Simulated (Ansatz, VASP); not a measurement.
**One calculation of BaLiF3, two programs**

```
CELL_PARAMETERS angstrom
3.92875 0.00000 0.00000
0.00000 3.92875 0.00000
0.00000 0.00000 4.04841
ATOMIC_POSITIONS crystal
Ba 0.00000 0.00000 0.00000
Li 0.50000 0.50000 0.50000
F 0.00000 0.50000 0.50000
F 0.50000 0.50000 0.00000
F 0.50000 0.00000 0.50000
```

Change from the starting cell: strain -0.015 along x and y, +0.015 along z, atoms carried along.

Alike in both runs: task single point; functional LDA; k mesh 6 × 6 × 6; occupations gaussian, width 0.05 eV; no spin polarisation.

|  | VASP | Ansatz |
| --- | --- | --- |
| version | VASP 6.6.1 | Ansatz 0.2.0 |
| potentials or method | VASP PAW LDA potentials, release 64 (Ba_sv, Li_sv, F), cutoff 520 eV | scalar-relativistic, plane waves, PAW |
| valence electrons in the cell | 34 | 34 |

|  | VASP | Ansatz | Ansatz less VASP |
| --- | --- | --- | --- |
| gap on the k mesh at the Fermi level (eV) | 6.33 | 6.43 | +0.097 |
| least direct gap on the mesh (eV) | 6.33 | 6.43 | +0.098 |

LDA's correlation is that of Perdew and Zunger in VASP and of Perdew and Wang (1992) in Ansatz.

Neither program's run includes spin-orbit coupling. Noted on VASP's run: the cutoff is short for stress, so the pressure is rough.
